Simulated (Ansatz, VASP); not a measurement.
**One calculation of La, two programs**

```
La
1.0
    -2.19900    2.19900    2.19900
     2.19900   -2.19900    2.19900
     2.19900    2.19900   -2.19900
La
1
Direct
  0.00000 0.00000 0.00000
```

Alike in both runs: task single point; functional PBE; k mesh 12 × 12 × 12; occupations fermi-dirac, width 0.1 eV; no spin polarisation.

|  | VASP | Ansatz |
| --- | --- | --- |
| version | VASP 6.6.1 | Ansatz 0.2.0 |
| potentials or method | VASP PAW PBE potentials, release 64 (La), cutoff 520 eV | plane waves (420 eV) with PAW, scalar-relativistic |
| valence electrons in the cell | 11 | 11 |

```tsv
	VASP	Ansatz	Ansatz less VASP
pressure (GPa)	-2.5	-2.5	-0.01
```

Neither program's run includes spin-orbit coupling.
